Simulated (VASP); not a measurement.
# SnO2 (C222_1) in VASP: a series of runs, part 2 of 2

VASP 6.6.1.

## 4. Single point, PBE+D3(BJ)

This run uses another cell than the first one, of 16.16 Å³/atom, 1.051 times its volume.

The input, INCAR:

```
SYSTEM = SnO2
ALGO = Normal
EDIFF = 1E-7
ENCUT = 520
GGA = PE
ISIF = 2
ISMEAR = 0
IVDW = 12
LASPH = .True.
LCHARG = .False.
LREAL = .False.
LWAVE = .False.
NBANDS = 35
NELM = 100
PREC = Accurate
SIGMA = 0.05
```

The input, KPOINTS:

```
k-points
0
Gamma
  12 12 4
  0 0 0
```

The input, POSCAR:

```
SnO2
1.0
    3.2648065132      0.0000000000      0.0000000000
   -1.6324032566      2.8274053789      0.0000000000
    0.0000000000      0.0000000000     10.5056250869
Sn O
2 4
Direct
   -0.0779839477      0.0000000000      0.5000000000
    0.0779839477      0.0000000000      0.0000000000
    0.5876925777      0.3333333333      0.4017901351
    0.7456407556      0.3333333333      0.0982098649
    0.2543592444      0.6666666667      0.5982098649
    0.4123074223      0.6666666667      0.9017901351
```

Potentials or basis: VASP PAW PBE potentials, release 64 (Sn_d, O).

Command:

```console
cat potpaw_PBE.64/Sn_d/POTCAR potpaw_PBE.64/O/POTCAR > POTCAR
mpirun -np 1 vasp_std > vasp.out
```

OUTCAR:

```text
SYSTEM = SnO2
   EDIFF = 1E-7
   ENCUT = 520
   GGA = PE
   ISIF = 2
   ISMEAR = 0
   IVDW = 12
   LASPH = .True.
   LREAL = .False.
   NELM = 100
   PREC = Accurate
 IVDW          = 12

 ion  position               nearest neighbor table
   1  0.922  0.000  0.500-   5 2.15   3 2.15   5 2.15   3 2.15   3 2.15   5 2.15
   2  0.078  0.000  0.000-   4 2.15   6 2.15   4 2.15   6 2.15   4 2.15   6 2.15
   3  0.588  0.333  0.402-   1 2.15   1 2.15   1 2.15
   4  0.746  0.333  0.098-   2 2.15   2 2.15   2 2.15
   5  0.254  0.667  0.598-   1 2.15   1 2.15   1 2.15
   6  0.412  0.667  0.902-   2 2.15   2 2.15   2 2.15

  LATTYP: Found a hexagonal cell.
 ALAT       =     3.2648065132
 C/A-ratio  =     3.2178400295

  Lattice vectors:

 A1 = (   3.2648065132,   0.0000000000,   0.0000000000)
 A2 = (  -1.6324032566,   2.8274053789,   0.0000000000)
 A3 = (   0.0000000000,   0.0000000000,  10.5056250869)

Analysis of symmetry for initial positions (statically):
=====================================================================
 Subroutine PRICEL returns:
[... 184 lines left out ...]
 cond. band min:       4.0430632889   @ k =   0.0000   0.0000   0.0000
 fundamental gap:      1.7974893282
 Fermi energy:         2.4980853008

 k-point     1 :       0.0000    0.0000    0.0000
  band No.  band energies     occupation
      1     -17.8369      2.00000
      2     -17.8364      2.00000
      3     -17.6632      2.00000
      4     -17.6631      2.00000
      5     -17.6631      2.00000
      6     -17.6631      2.00000
[... 901 lines left out ...]
     34      13.7177      0.00000
     35      13.7883      0.00000

 [... further k-points ...]

------------------------ aborting loop because EDIFF is reached ----------------------------------------

 Edisp (eV)   -0.93731

 E8    (eV) :    -0.3666

  FORCE on cell =-STRESS in cart. coord.  units (eV):
  Direction    XX          YY          ZZ          XY          YZ          ZX
  --------------------------------------------------------------------------------------
  -------------------------------------------------------------------------------------
  Total      -3.93217    -3.97647    -2.22358     0.00000     0.00000     0.00000
  in kB     -64.96437   -65.69635   -36.73629     0.00000     0.00000     0.00000
  external pressure =      -55.80 kB  Pullay stress =        0.00 kB

 VOLUME and BASIS-vectors are now :
 -----------------------------------------------------------------------------
  energy-cutoff  :      520.00
  volume of cell :       96.98
      direct lattice vectors                 reciprocal lattice vectors
     3.264806513  0.000000000  0.000000000     0.306296865  0.176840577  0.000000000
    -1.632403257  2.827405379  0.000000000     0.000000000  0.353681155  0.000000000
     0.000000000  0.000000000 10.505625087     0.000000000  0.000000000  0.095187101

 POSITION                                       TOTAL-FORCE (eV/Angst)
 -----------------------------------------------------------------------------------
      3.01020      0.00000      5.25281        -0.039879      0.000000      0.000000
      0.25460      0.00000      0.00000         0.039879      0.000000      0.000000
      1.37457      0.94247      4.22106        -0.003414     -0.001809      0.440850
      1.89024      0.94247      1.03176         0.003414     -0.001809     -0.440850
     -0.25784      1.88494      6.28457        -0.003414      0.001809     -0.440850
      0.25784      1.88494      9.47387         0.003414      0.001809      0.440850
 -----------------------------------------------------------------------------------
    total drift:                                0.000000     -0.000000      0.000000

  FREE ENERGIE OF THE ION-ELECTRON SYSTEM (eV)
  ---------------------------------------------------
  free  energy   TOTEN  =       -37.2325112438 eV

  energy  without entropy=      -37.2325112438  energy(sigma->0) =      -37.23251124
```

stdout:

```text
POSCAR found type information on POSCAR SnO
 POSCAR found :  2 types and       6 ions
 scaLAPACK will be used
 LDA part: xc-table for (Slater+PW92), standard interpolation
 POSCAR, INCAR and KPOINTS ok, starting setup
 FFT: planning ... GRIDC
 FFT: planning ... GRID_SOFT
 FFT: planning ... GRID
 WAVECAR not read
 entering main loop
```

Run time: 5.3 min. Hardware: 1 thread of Oxide Virtual Turin-like, shared host; peak memory 0.42 GiB.

Results:

```yaml
Free_energy: -37.2325 eV
Pressure: -5.6 GPa
Largest_force: 0.441 eV/Å
Band_gap_on_the_k_mesh: 1.80 eV, indirect (least direct gap 2.09 eV)
Dispersion_energy_per_atom: -0.156 eV
```

Forces on the atoms (eV/Å):
```
Sn  -0.040  0.000  0.000
Sn   0.040  0.000  0.000
O   -0.003 -0.002  0.441
O    0.003 -0.002 -0.441
O   -0.003  0.002 -0.441
O    0.003  0.002  0.441
```

Stress tensor (GPa, compression positive):
```
-6.50  0.00  0.00
 0.00 -6.57  0.00
 0.00  0.00 -3.67
```

Levels at points of the mesh, in eV from the valence-band top:
| k point | band 24 | band 25 | band 26 | band 27 | band 28 | band 29 |
| --- | --- | --- | --- | --- | --- | --- |
| (0.00, 0.00, 0.00) | -0.90 | -0.90 | -0.30 | 1.80 | 2.62 | 5.19 |
| (0.50, 0.00, 0.00) | -0.56 | -0.52 | -0.09 | 4.74 | 4.87 | 6.70 |
| (0.00, 0.50, 0.00) | -0.57 | -0.54 | -0.07 | 4.73 | 4.88 | 6.68 |
| (0.00, 0.00, 0.50) | -0.92 | -0.70 | -0.70 | 2.23 | 2.23 | 5.39 |
| (0.50, 0.00, 0.50) | -0.59 | -0.28 | -0.28 | 4.80 | 4.80 | 6.98 |
| (0.00, 0.50, 0.50) | -0.59 | -0.28 | -0.28 | 4.80 | 4.80 | 6.99 |

Caveat: spin-orbit coupling is left out, which moves the levels of the heavy elements. A k mesh can miss the band edges.
